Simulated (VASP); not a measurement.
# Sb: single point with revPBE+D4

Sb:

```
Sb
1.0
     0.00000    2.34171    2.34171
     2.34171    0.00000    2.34171
     2.34171    2.34171    0.00000
Sb
1
Direct
  0.00000 0.00000 0.00000
```

* Program: VASP 6.6.1
* Task: single point
* Functional: revPBE
* Dispersion: D4
* Potentials or basis: VASP PAW PBE potentials, release 64 (Sb)
* Cutoff: 520 eV
* k mesh: 10 × 10 × 10
* Occupations: fermi-dirac, width 0.05 eV
* Spin: no spin polarisation

* Pressure: -0.2 GPa
* Dispersion energy per atom: -0.934 eV

Levels at points of the mesh, in eV from the Fermi level:
| k point | band 1 | band 2 | band 3 | band 4 | band 5 | band 6 | band 7 |
| --- | --- | --- | --- | --- | --- | --- | --- |
| (0.00, 0.00, 0.00) | -13.27 | 5.72 | 5.72 | 5.72 | 10.10 | 10.10 | 10.10 |
| (0.50, 0.00, 0.00) | -9.24 | -6.11 | 3.90 | 3.90 | 8.49 | 9.21 | 9.21 |
| (0.50, 0.50, 0.00) | -7.47 | -5.16 | 0.42 | 0.42 | 4.20 | 4.58 | 17.83 |

Wall time 10 s on 1 thread of AMD EPYC 7R43 64-Core Processor (Zen 3) (shared host), peak memory 0.12 GiB.

Caveat: the PAW data sets were made with another functional, which shifts forces and pressure a little; spin-orbit coupling is left out, which moves the levels of the heavy elements; pairwise dispersion overbinds metals, which lowers pressure and volume.
